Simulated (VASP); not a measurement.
# La (Im-3m) in VASP: density of states with PBE

Aim: the density of states of La with PBE.

Everything below comes from runs of VASP 6.6.1. Logs are shortened: lines on timing, memory, paths and dates and some standing lists are left out, and cuts for length are marked.

## Step 1: The cell of the first run

The structure is cubic, space group Im-3m (No. 229). The conventional cell has a = 4.613 Å, b = 4.613 Å, c = 4.613 Å, α = 90.00°, β = 90.00°, γ = 90.00°. Within 5.2 Å of La (site symmetry m-3m) lie 14 La at 3.99 to 4.61 Å.

## Step 2: Density of states, PBE

POSCAR reads:

```
La
1.0
   -2.3062800000      2.3062800000      2.3062800000
    2.3062800000     -2.3062800000      2.3062800000
    2.3062800000      2.3062800000     -2.3062800000
La
1
Direct
    0.0000000000      0.0000000000      0.0000000000
```

INCAR.step1 reads:

```
  PREC = Accurate
  ENCUT = 520
  EDIFF = 1E-7
  ISMEAR = -1
  SIGMA = 0.0396
  LREAL = F
  LASPH = T
  NELM = 100
  ALGO = Normal
  ISIF = 2
  LWAVE = F
  LCHARG = T
  LMAXMIX = 6
  GGA = PE
  NBANDS = 12
```

KPOINTS.step1 reads:

```
regular mesh
0
Gamma
  10 10 10
```

INCAR.step2 reads:

```
  PREC = Accurate
  ENCUT = 520
  EDIFF = 1E-7
  ISMEAR = -5
  SIGMA = 0.0396
  LREAL = F
  LASPH = T
  NELM = 100
  ALGO = Normal
  ISIF = 2
  LWAVE = F
  LCHARG = F
  LMAXMIX = 6
  GGA = PE
  LORBIT = 11
  NBANDS = 12
  NEDOS = 2001
  ICHARG = 11
```

KPOINTS.step2 reads:

```
regular mesh
0
Gamma
  15 15 15
```

Potentials or basis: VASP PAW PBE potentials, release 64 (La).

Launch:

```bash
cat potpaw_PBE.64/La/POTCAR > POTCAR
cp INCAR.step1 INCAR
cp KPOINTS.step1 KPOINTS
mpirun -np 1 vasp_std > vasp.out
cp INCAR.step2 INCAR
cp KPOINTS.step2 KPOINTS
mpirun -np 1 vasp_std > vasp.out
```

OUTCAR:

```text
PREC = Accurate
   ENCUT = 520
   EDIFF = 1E-7
   ISMEAR = -5
   LREAL = F
   LASPH = T
   NELM = 100
   ISIF = 2
   GGA = PE
   LORBIT = 11
   ICHARG = 11

 ion  position               nearest neighbor table
   1  0.000  0.000  0.000-

  LATTYP: Found a body centered cubic cell.
 ALAT       =     4.6125600000

  Lattice vectors:

 A1 = (  -2.3062800000,   2.3062800000,   2.3062800000)
 A2 = (   2.3062800000,  -2.3062800000,   2.3062800000)
 A3 = (   2.3062800000,   2.3062800000,  -2.3062800000)

Analysis of symmetry for initial positions (statically):
=====================================================================
 Subroutine PRICEL returns:
 Original cell was already a primitive cell.

 Routine SETGRP: Setting up the symmetry group for a
 body centered cubic supercell.

 Subroutine GETGRP returns: Found 48 space group operations
 (whereof 48 operations were pure point group operations)
 out of a pool of 48 trial point group operations.

The static configuration has the point symmetry O_h .

Analysis of symmetry for dynamics (positions and initial velocities):
=====================================================================
 Subroutine PRICEL returns:
 Original cell was already a primitive cell.

 Routine SETGRP: Setting up the symmetry group for a
 body centered cubic supercell.

 Subroutine GETGRP returns: Found 48 space group operations
 (whereof 48 operations were pure point group operations)
 out of a pool of 48 trial point group operations.

The dynamic configuration has the point symmetry O_h .

 Subroutine INISYM returns: Found 48 space group operations
 (whereof 48 operations are pure point group operations),
 and found     1 'primitive' translations

----------------------------------------------------------------------------------------

                                     Primitive cell

  volume of cell :      49.0677

  direct lattice vectors                    reciprocal lattice vectors
    -2.306280000  2.306280000  2.306280000     0.000000000  0.216799348  0.216799348
     2.306280000 -2.306280000  2.306280000     0.216799348  0.000000000  0.216799348
     2.306280000  2.306280000 -2.306280000     0.216799348  0.216799348  0.000000000

  length of vectors
     3.994594136  3.994594136  3.994594136     0.306600578  0.306600578  0.306600578

  position of ions in fractional coordinates (direct lattice)
     0.000000000  0.000000000  0.000000000

  ion indices of the primitive-cell ions
   primitive index   ion index
                 1           1

----------------------------------------------------------------------------------------

 KPOINTS: regular mesh

Automatic generation of k-mesh.
 Grid dimensions read from file:
 generate k-points for:   15   15   15

 Generating k-lattice:

  Cartesian coordinates                     Fractional coordinates (reciprocal lattice)
     0.000000000  0.014453290  0.014453290     0.066666667  0.000000000  0.000000000
     0.014453290  0.000000000  0.014453290     0.000000000  0.066666667  0.000000000
     0.014453290  0.014453290  0.000000000     0.000000000  0.000000000  0.066666667

  Length of vectors
     0.020440039  0.020440039  0.020440039

  Shift w.r.t. Gamma in fractional coordinates (k-lattice)
     0.000000000  0.000000000  0.000000000

 TETIRR: Found   3891 inequivalent tetrahedra from    20250

 Subroutine IBZKPT returns following result:
 ===========================================

 Found    120 irreducible k-points:

 Following reciprocal coordinates:
            Coordinates               Weight
  0.000000  0.000000  0.000000      1.000000
  0.066667  0.000000  0.000000     12.000000
  0.133333  0.000000  0.000000     12.000000
  0.200000  0.000000  0.000000     12.000000
  0.266667  0.000000  0.000000     12.000000
  0.333333  0.000000  0.000000     12.000000
[... 16 lines left out ...]
  0.333333  0.200000  0.000000     48.000000
  0.400000  0.200000  0.000000     24.000000
 [... further k-points ...]
   k-points           NKPTS =    120   k-points in BZ     NKDIM =    120   number of bands    NBANDS=     12
   number of dos      NEDOS =   2001   number of ions     NIONS =      1
   total plane-waves  NPLWV =  27000
   dimension x,y,z NGX =    30 NGY =   30 NGZ =   30
   dimension x,y,z NGXF=    60 NGYF=   60 NGZF=   60
   ions per type =               1
   NGX,Y,Z   is equivalent  to a cutoff of  12.49, 12.49, 12.49 a.u.
   NGXF,Y,Z  is equivalent  to a cutoff of  24.97, 24.97, 24.97 a.u.
 SYSTEM =  unknown system
   PREC   = accura    normal or accurate (medium, high low for compatibility)
   ISTART =      0    job   : 0-new  1-cont  2-samecut
   ICHARG =     11    charge: 1-file 2-atom 10-const
   ISPIN  =      1    spin polarized calculation?
   LNONCOLLINEAR =      F non collinear calculations
   LSORBIT =      F    spin-orbit coupling
   LASPH  =      T    aspherical Exc in radial PAW
   ENCUT  =  520.0 eV  38.22 Ry    6.18 a.u.   7.43  7.43  7.43*2*pi/ulx,y,z
   NELM   =    100;   NELMIN=  2; NELMDL=  0     # of ELM steps
   EDIFF  = 0.1E-06   stopping-criterion for ELM
   LREAL  =      F    real-space projection
   EDIFFG = 0.1E-05   stopping-criterion for IOM
   NSW    =      0    number of steps for IOM
   IBRION =     -1    ionic relax: 0-MD 1-quasi-New 2-CG
   NFREE  =      0    steps in history (QN), initial steepest desc. (CG)
   ISIF   =      2    stress and relaxation
   ISYM   =      2    0-nonsym 1-usesym 2-fastsym
   POTIM  = 0.5000    time-step for ionic-motion
   TEBEG  =    0.0;   TEEND  =   0.0 temperature during run
   PSTRESS=    0.0 pullay stress
   NELECT =      11.0000    total number of electrons
   NUPDOWN=      -1.0000    fix difference up-down
   EMIN   =  10.00;   EMAX   =-10.00  energy-range for DOS
   EFERMI =   0.00;   METHOD = LEGACY
   ISMEAR =    -5;   SIGMA  =   0.04  broadening in eV -4-tet -1-fermi 0-gaus
   EFERMI_NEDOS =   21; number of points for ismear=-14 and -15
   IALGO  =     38    algorithm
   IMIX   =      4    mixing-type and parameters
     AMIX     =   0.40;   BMIX     =  1.00
     AMIX_MAG =   1.60;   BMIX_MAG =  1.00
  volume/ion in A,a.u.               =      49.07       331.13
  Fermi-wavevector in a.u.,A,eV,Ry     =   0.994505  1.879342 13.456712  0.989040
  Thomas-Fermi vector in A             =   2.126461
   LORBIT       =     11    0 simple, 1 ext, 2 COOP (PROOUT), +10 PAW based schemes
   GGA     = PE    functional components
   LHFCALC =     F    Hartree Fock is set to
   AEXX    =    0.0000 exact exchange contribution
   IVDW    =     0    specifies the selected vdW correction
   LEPSILON=     F    determine dielectric tensor
   LRPA    =     F    only Hartree local field effects (RPA)
 non-spin polarized calculation
 Fermi weights with tetrahedron method with Bloechl corrections
  energy-cutoff  :      520.00
  volume of cell :       49.07
 maximum number of plane-waves:      1345
 NGX is ok and might be reduce to    30

 number of electron      10.9999999 magnetization

 Free energy of the ion-electron system (eV)
  ---------------------------------------------------
  ext. energy  EPLUGINS =         0.00000000
  ---------------------------------------------------
  free energy    TOTEN  =        -4.55586098 eV

  energy without entropy =       -4.55586098  energy(sigma->0) =       -4.55586098

 E-fermi :   5.5451     XC(G=0):  -8.4984

 val. band max:        5.5647935455   @ k =  -0.4000  -0.4000   0.0667
 cond. band min:       5.4743202291   @ k =   0.2000   0.2000   0.2000
 fundamental gap:     -0.0904733164
 Fermi energy:         5.5451090704

 k-point     1 :       0.0000    0.0000    0.0000
  band No.  band energies     occupation
      1     -27.9020      2.00000
      2     -11.2353      2.00000
      3     -11.2353      2.00000
      4     -11.2353      2.00000
      5       2.3383      2.00000
      6       6.5687      0.00000
      7       6.5687      0.00000
      8       6.5689      0.00000
      9       6.7178      0.00000
     10       6.7380      0.00000
     11       6.9574      0.00000
     12       6.9652      0.00000

 k-point     2 :       0.0667    0.0000    0.0000
  band No.  band energies     occupation
      1     -27.8993      2.00000
      2     -11.2622      2.00000
      3     -11.2437      2.00000
      4     -11.2354      2.00000
      5       2.4370      2.00000
      6       6.4640      0.00000
      7       6.4749      0.00000
      8       6.5676      0.00000
      9       6.7151      0.00000
     10       6.7780      0.00000
     11       6.8262      0.00000
     12       6.9619      0.00000

 k-point     3 :       0.1333    0.0000    0.0000
  band No.  band energies     occupation
      1     -27.8914      2.00000
      2     -11.3375      2.00000
      3     -11.2674      2.00000
      4     -11.2358      2.00000
      5       2.7185      2.00000
      6       6.2739      0.00000
      7       6.2958      0.00000
      8       6.5649      0.00000
      9       6.7117      0.00000
     10       6.8027      0.00000
     11       6.8329      0.00000
     12       6.9614      0.00000
[... 286 lines left out ...]
 k-point    23 :       0.3333    0.2000    0.0000
  band No.  band energies     occupation
      1     -27.8343      2.00000
      2     -11.7372      2.00000
      3     -11.4907      2.00000
      4     -11.2935      2.00000
      5       4.6228      2.00000
      6       5.5220      1.71778
      7       6.0358      0.00000
      8       6.6424      0.00000
      9       6.7154      0.00000
     10       6.7995      0.00000
     11       6.8906      0.00000
     12       6.9670      0.00000

 k-point    24 :       0.4000    0.2000    0.0000
  band No.  band energies     occupation
      1     -27.8320      2.00000
      2     -11.7465      2.00000
      3     -11.5067      2.00000
      4     -11.2947      2.00000
      5       4.6298      2.00000
      6       5.5304      1.54563
      7       6.1292      0.00000
      8       6.6306      0.00000
      9       6.7171      0.00000
     10       6.8074      0.00000
     11       6.9060      0.00000
     12       6.9296      0.00000

 [... further k-points ...]
[... 5 lines left out ...]
  --------------------------------------------------------------------------------------
  -------------------------------------------------------------------------------------
  Total       -1.5448256     -1.5448256     -1.5448256     -0.0000000     -0.0000000     -0.0000000
  in kB      -50.4421906    -50.4421906    -50.4421906     -0.0000000     -0.0000000     -0.0000000
  external PRESSURE =     -50.4421906 kB  Pullay stress =       0.0000000 kB

 VOLUME and BASIS-vectors are now :
 -----------------------------------------------------------------------------
  energy-cutoff  :      520.00
  volume of cell :       49.07
      direct lattice vectors                 reciprocal lattice vectors
    -2.306280000  2.306280000  2.306280000     0.000000000  0.216799348  0.216799348
     2.306280000 -2.306280000  2.306280000     0.216799348  0.000000000  0.216799348
     2.306280000  2.306280000 -2.306280000     0.216799348  0.216799348  0.000000000

 POSITION                                       TOTAL-FORCE (eV/Angst)
 -----------------------------------------------------------------------------------
      0.00000      0.00000      0.00000        -0.000000      0.000000      0.000000
 -----------------------------------------------------------------------------------
    total drift:                               -0.000000     -0.000000      0.000000

  FREE ENERGIE OF THE ION-ELECTRON SYSTEM (eV)
  ---------------------------------------------------
  free  energy   TOTEN  =        -4.5558609847 eV

  energy  without entropy=       -4.5558609847  energy(sigma->0) =       -4.55586098

 total charge

# of ion       s       p       d       f       tot
--------------------------------------------------
    1        2.052   5.593   0.707   0.063   8.415
```

Wall time 38 s (1 thread of Intel Xeon 6975P-C (Granite Rapids), shared host); peak memory 0.22 GiB.

What came out:

* Valence electrons inside the program's atomic spheres: La 8.41

Levels at points of the mesh, in eV from the Fermi level:
```
           k point  band 1  band 2  band 3  band 4  band 5  band 6  band 7  band 8  band 9  band 10
(0.00, 0.00, 0.00)  -33.45  -16.78  -16.78  -16.78   -3.21    1.02    1.02    1.02    1.17     1.19
```

Caveat: spin-orbit coupling is left out, which moves the levels of the heavy elements; tetrahedron occupations give inexact forces and stress in metals.
